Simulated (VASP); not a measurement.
# Pt (I4/mmm) in VASP: single point with LDA

Aim: the single point of Pt with LDA.

All numbers are computed with VASP 6.6.1; they aren't measurements. Logs are shortened: lines on timing, memory, paths and dates and some standing lists are left out, and cuts for length are marked.

### Step 1. The cell of the first run

The structure is tetragonal, space group I4/mmm (No. 139). Conventional cell: a = 3.442 Å, b = 3.442 Å, c = 2.685 Å, α = 90.00°, β = 90.00°, γ = 90.00°. Pt (site symmetry 4/mmm) has 14 Pt at 2.68 to 3.44 Å within 3.5 Å.

### Step 2. Single point, LDA

Contents of INCAR:

```
SYSTEM = Pt
ALGO = Normal
EDIFF = 1E-6
ENCUT = 570
GGA = CA
GGA_COMPAT = .FALSE.
ISIF = 2
ISMEAR = 0
LASPH = .TRUE.
LCHARG = .FALSE.
LREAL = .FALSE.
LWAVE = .FALSE.
NBANDS = 15
NELM = 120
PREC = Accurate
SIGMA = 0.15
```

Contents of KPOINTS:

```
k-points
0
G
  24 24 24
  0 0 0
```

Contents of POSCAR:

```
Pt
1.0
   -1.7210122338      1.7210122338      1.3423895424
    1.7210122338     -1.7210122338      1.3423895424
    1.7210122338      1.7210122338     -1.3423895424
Pt
1
Direct
    0.0000000000      0.0000000000      0.0000000000
```

Potentials or basis: VASP PAW LDA potentials, release 64 (Pt_sv_GW).

Started as:

```sh
> cat potpaw_LDA.64/Pt_sv_GW/POTCAR > POTCAR
> mpirun -np 1 vasp_std > vasp.out
```

OUTCAR:

```text
SYSTEM = Pt
   EDIFF = 1E-6
   ENCUT = 570
   GGA = CA
   ISIF = 2
   ISMEAR = 0
   LASPH = .TRUE.
   LREAL = .FALSE.
   NELM = 120
   PREC = Accurate

 ion  position               nearest neighbor table
   1  0.000  0.000  0.000-

  LATTYP: Found a body centered tetragonal cell.
 ALAT       =     3.4420244676
 C/A-ratio  =     0.7800000000

  Lattice vectors:

 A1 = (  -1.7210122338,   1.7210122338,   1.3423895424)
 A2 = (   1.7210122338,  -1.7210122338,   1.3423895424)
 A3 = (   1.7210122338,   1.7210122338,  -1.3423895424)

Analysis of symmetry for initial positions (statically):
=====================================================================
 Subroutine PRICEL returns:
 Original cell was already a primitive cell.

 Routine SETGRP: Setting up the symmetry group for a
 body centered tetragonal supercell.

 Subroutine GETGRP returns: Found 16 space group operations
 (whereof 16 operations were pure point group operations)
 out of a pool of 16 trial point group operations.

The static configuration has the point symmetry D_4h.

Analysis of symmetry for dynamics (positions and initial velocities):
=====================================================================
 Subroutine PRICEL returns:
 Original cell was already a primitive cell.

 Routine SETGRP: Setting up the symmetry group for a
 body centered tetragonal supercell.

 Subroutine GETGRP returns: Found 16 space group operations
 (whereof 16 operations were pure point group operations)
 out of a pool of 16 trial point group operations.

The dynamic configuration has the point symmetry D_4h.

 Subroutine INISYM returns: Found 16 space group operations
 (whereof 16 operations are pure point group operations),
 and found     1 'primitive' translations

----------------------------------------------------------------------------------------

                                     Primitive cell

  volume of cell :      15.9040

  direct lattice vectors                    reciprocal lattice vectors
    -1.721012234  1.721012234  1.342389542     0.000000000  0.290526697  0.372470125
     1.721012234 -1.721012234  1.342389542     0.290526697  0.000000000  0.372470125
     1.721012234  1.721012234 -1.342389542     0.290526697  0.290526697  0.000000000

  length of vectors
     2.779528000  2.779528000  2.779528000     0.472376709  0.472376709  0.410866795

  position of ions in fractional coordinates (direct lattice)
     0.000000000  0.000000000  0.000000000

  ion indices of the primitive-cell ions
   primitive index   ion index
                 1           1

----------------------------------------------------------------------------------------

 KPOINTS: k-points

Automatic generation of k-mesh.
 Grid dimensions read from file:
 generate k-points for:   24   24   24

 Generating k-lattice:

  Cartesian coordinates                     Fractional coordinates (reciprocal lattice)
     0.000000000  0.012105279  0.015519589     0.041666667 -0.000000000  0.000000000
     0.012105279  0.000000000  0.015519589    -0.000000000  0.041666667  0.000000000
     0.012105279  0.012105279  0.000000000     0.000000000  0.000000000  0.041666667

  Length of vectors
     0.019682363  0.019682363  0.017119450

  Shift w.r.t. Gamma in fractional coordinates (k-lattice)
     0.000000000  0.000000000  0.000000000

 Subroutine IBZKPT returns following result:
 ===========================================

 Found   1063 irreducible k-points:

 Following reciprocal coordinates:
            Coordinates               Weight
  0.000000  0.000000  0.000000      1.000000
  0.041667  0.000000  0.000000      8.000000
  0.083333  0.000000  0.000000      8.000000
  0.125000  0.000000 -0.000000      8.000000
  0.166667  0.000000 -0.000000      8.000000
  0.208333  0.000000 -0.000000      8.000000
[... 16 lines left out ...]
  0.416667  0.041667  0.000000     16.000000
  0.458333  0.041667 -0.000000     16.000000
 [... further k-points ...]
   k-points           NKPTS =   1063   k-points in BZ     NKDIM =   1063   number of bands    NBANDS=     15
   number of dos      NEDOS =    301   number of ions     NIONS =      1
   total plane-waves  NPLWV =  13824
   dimension x,y,z NGX =    24 NGY =   24 NGZ =   24
   dimension x,y,z NGXF=    48 NGYF=   48 NGZF=   48
   ions per type =               1
   NGX,Y,Z   is equivalent  to a cutoff of  14.35, 14.35, 14.35 a.u.
   NGXF,Y,Z  is equivalent  to a cutoff of  28.71, 28.71, 28.71 a.u.
 SYSTEM =  Pt
   PREC   = accura    normal or accurate (medium, high low for compatibility)
   ISTART =      0    job   : 0-new  1-cont  2-samecut
   ICHARG =      2    charge: 1-file 2-atom 10-const
   ISPIN  =      1    spin polarized calculation?
   LNONCOLLINEAR =      F non collinear calculations
   LSORBIT =      F    spin-orbit coupling
   LASPH  =      T    aspherical Exc in radial PAW
   ENCUT  =  570.0 eV  41.89 Ry    6.47 a.u.   5.41  5.41  5.41*2*pi/ulx,y,z
   NELM   =    120;   NELMIN=  2; NELMDL= -5     # of ELM steps
   EDIFF  = 0.1E-05   stopping-criterion for ELM
   LREAL  =      F    real-space projection
   EDIFFG = 0.1E-04   stopping-criterion for IOM
   NSW    =      0    number of steps for IOM
   IBRION =     -1    ionic relax: 0-MD 1-quasi-New 2-CG
   NFREE  =      0    steps in history (QN), initial steepest desc. (CG)
   ISIF   =      2    stress and relaxation
   ISYM   =      2    0-nonsym 1-usesym 2-fastsym
   POTIM  = 0.5000    time-step for ionic-motion
   TEBEG  =    0.0;   TEEND  =   0.0 temperature during run
   PSTRESS=    0.0 pullay stress
   NELECT =      18.0000    total number of electrons
   NUPDOWN=      -1.0000    fix difference up-down
   EMIN   =  10.00;   EMAX   =-10.00  energy-range for DOS
   EFERMI =   0.00;   METHOD = LEGACY
   ISMEAR =     0;   SIGMA  =   0.15  broadening in eV -4-tet -1-fermi 0-gaus
   EFERMI_NEDOS =   21; number of points for ismear=-14 and -15
   IALGO  =     38    algorithm
   IMIX   =      4    mixing-type and parameters
     AMIX     =   0.40;   BMIX     =  1.00
     AMIX_MAG =   1.60;   BMIX_MAG =  1.00
  volume/ion in A,a.u.               =      15.90       107.33
  Fermi-wavevector in a.u.,A,eV,Ry     =   1.706070  3.224005 39.602135  2.910675
  Thomas-Fermi vector in A             =   2.785174
   LORBIT       =      0    0 simple, 1 ext, 2 COOP (PROOUT), +10 PAW based schemes
   GGA     = CA    functional components
   LHFCALC =     F    Hartree Fock is set to
   AEXX    =    0.0000 exact exchange contribution
   IVDW    =     0    specifies the selected vdW correction
   LEPSILON=     F    determine dielectric tensor
   LRPA    =     F    only Hartree local field effects (RPA)
 non-spin polarized calculation
 Gauss-broadening in eV      SIGMA  =   0.15
  energy-cutoff  :      570.00
  volume of cell :       15.90
 maximum number of plane-waves:       506
 NGX is ok and might be reduce to    24
   NGX = 11   NGY = 11   NGZ = 11

 number of electron      18.0000000 magnetization

 Free energy of the ion-electron system (eV)
  ---------------------------------------------------
  ext. energy  EPLUGINS =         0.00000000
  ---------------------------------------------------
  free energy    TOTEN  =        -7.26654263 eV

  energy without entropy =       -7.25240741  energy(sigma->0) =       -7.25947502

 E-fermi :   9.4783     XC(G=0): -14.0127

 val. band max:        9.4769239087   @ k =   0.4167   0.0000   0.0000
 cond. band min:       9.4796408929   @ k =  -0.2917  -0.3333   0.0417
 fundamental gap:      0.0027169842
 Fermi energy:         9.4783387530

 k-point     1 :       0.0000    0.0000    0.0000
  band No.  band energies     occupation
      1     -88.6591      2.00000
      2     -42.9150      2.00000
      3     -42.8100      2.00000
      4     -42.8100      2.00000
      5      -0.1196      2.00000
      6       4.6879      2.00000
      7       6.0855      2.00000
      8       7.0323      2.00000
      9       7.0323      2.00000
     10       9.1857      1.99421
     11      24.8256      0.00000
     12      24.8256      0.00000
     13      30.7938      0.00000
     14      33.9446      0.00000
     15      33.9446      0.00000

 k-point     2 :       0.0417    0.0000    0.0000
  band No.  band energies     occupation
      1     -88.6583      2.00000
      2     -42.9224      2.00000
      3     -42.8124      2.00000
      4     -42.8121      2.00000
      5      -0.0379      2.00000
      6       4.7166      2.00000
      7       6.1204      2.00000
      8       7.0025      2.00000
      9       7.0074      2.00000
     10       9.1507      1.99799
     11      24.9259      0.00000
     12      24.9496      0.00000
     13      30.5650      0.00000
     14      33.2277      0.00000
     15      33.8489      0.00000

 k-point     3 :       0.0833    0.0000    0.0000
  band No.  band energies     occupation
      1     -88.6564      2.00000
      2     -42.9455      2.00000
      3     -42.8186      2.00000
      4     -42.8182      2.00000
      5       0.2038      2.00000
      6       4.7918      2.00000
      7       6.2072      2.00000
      8       6.9355      2.00000
      9       6.9487      2.00000
     10       9.0538      1.99994
     11      25.1980      0.00000
     12      25.3109      0.00000
     13      29.8578      0.00000
     14      32.4625      0.00000
     15      33.5289      0.00000

 k-point     4 :       0.1250    0.0000   -0.0000
  band No.  band energies     occupation
      1     -88.6536      2.00000
      2     -42.9833      2.00000
      3     -42.8281      2.00000
      4     -42.8276      2.00000
      5       0.5942      2.00000
      6       4.8785      2.00000
      7       6.2658      2.00000
      8       6.9047      2.00000
      9       6.9263      2.00000
     10       8.9147      2.00000
     11      25.5422      0.00000
     12      25.8766      0.00000
     13      28.8165      0.00000
     14      32.1036      0.00000
     15      32.9220      0.00000
[... 307 lines left out ...]
 k-point    22 :       0.3750    0.0417    0.0000
  band No.  band energies     occupation
      1     -88.6225      2.00000
      2     -43.3582      2.00000
      3     -42.9202      2.00000
      4     -42.8898      2.00000
      5       3.0112      2.00000
      6       4.0654      2.00000
      7       7.8438      2.00000
      8       8.4088      2.00000
      9       9.4842      0.95606
     10       9.8114      0.00169
     11      19.1040      0.00000
     12      22.8233      0.00000
     13      24.3667      0.00000
     14      31.1517      0.00000
     15      32.8714      0.00000

 k-point    23 :       0.4167    0.0417    0.0000
  band No.  band energies     occupation
      1     -88.6201      2.00000
      2     -43.3846      2.00000
      3     -42.9283      2.00000
      4     -42.8952      2.00000
      5       2.9622      2.00000
      6       3.9597      2.00000
      7       7.9018      2.00000
      8       9.0345      1.99997
      9       9.8469      0.00051
     10      10.4467      0.00000
     11      17.6680      0.00000
     12      22.2614      0.00000
     13      23.6488      0.00000
     14      31.4525      0.00000
     15      32.6909      0.00000

 k-point    24 :       0.4583    0.0417   -0.0000
  band No.  band energies     occupation
      1     -88.6190      2.00000
      2     -43.3956      2.00000
      3     -42.9329      2.00000
      4     -42.8979      2.00000
      5       2.9310      2.00000
      6       3.9107      2.00000
      7       7.9144      2.00000
      8       9.4104      1.47808
      9       9.9600      0.00001
     10      10.9465      0.00000
     11      16.7982      0.00000
     12      22.0033      0.00000
     13      23.2539      0.00000
     14      31.8170      0.00000
     15      32.3477      0.00000

 [... further k-points ...]
[... 5 lines left out ...]
  --------------------------------------------------------------------------------------
  -------------------------------------------------------------------------------------
  Total       -1.7245696     -1.7245696     -1.1129922      0.0000000      0.0000000      0.0000000
  in kB     -173.7340052   -173.7340052   -112.1233991      0.0000000      0.0000000      0.0000000
  external PRESSURE =    -153.1971365 kB  Pullay stress =       0.0000000 kB

 VOLUME and BASIS-vectors are now :
 -----------------------------------------------------------------------------
  energy-cutoff  :      570.00
  volume of cell :       15.90
      direct lattice vectors                 reciprocal lattice vectors
    -1.721012234  1.721012234  1.342389542     0.000000000  0.290526697  0.372470125
     1.721012234 -1.721012234  1.342389542     0.290526697  0.000000000  0.372470125
     1.721012234  1.721012234 -1.342389542     0.290526697  0.290526697  0.000000000

 POSITION                                       TOTAL-FORCE (eV/Angst)
 -----------------------------------------------------------------------------------
      0.00000      0.00000      0.00000         0.000000      0.000000      0.000000
 -----------------------------------------------------------------------------------
    total drift:                                0.000000      0.000000      0.000000

  FREE ENERGIE OF THE ION-ELECTRON SYSTEM (eV)
  ---------------------------------------------------
  free  energy   TOTEN  =        -7.2665426323 eV

  energy  without entropy=       -7.2524074148  energy(sigma->0) =       -7.25947502
```

It took 2 min on 1 thread of Intel Xeon Platinum 8259CL at 2.50GHz (Skylake/Cascade Lake), shared host; peak memory 0.38 GiB.

Results:

```yaml
Free_energy: -7.2665 eV
Pressure: -15.3 GPa
Band_gap_on_the_k_mesh: zero (bands 9 and 10 overlap by 1.98 eV)
```

Caveat: the stress differs along the axes, from -17 to -11 GPa; spin-orbit coupling is left out, which moves the levels of the heavy elements.
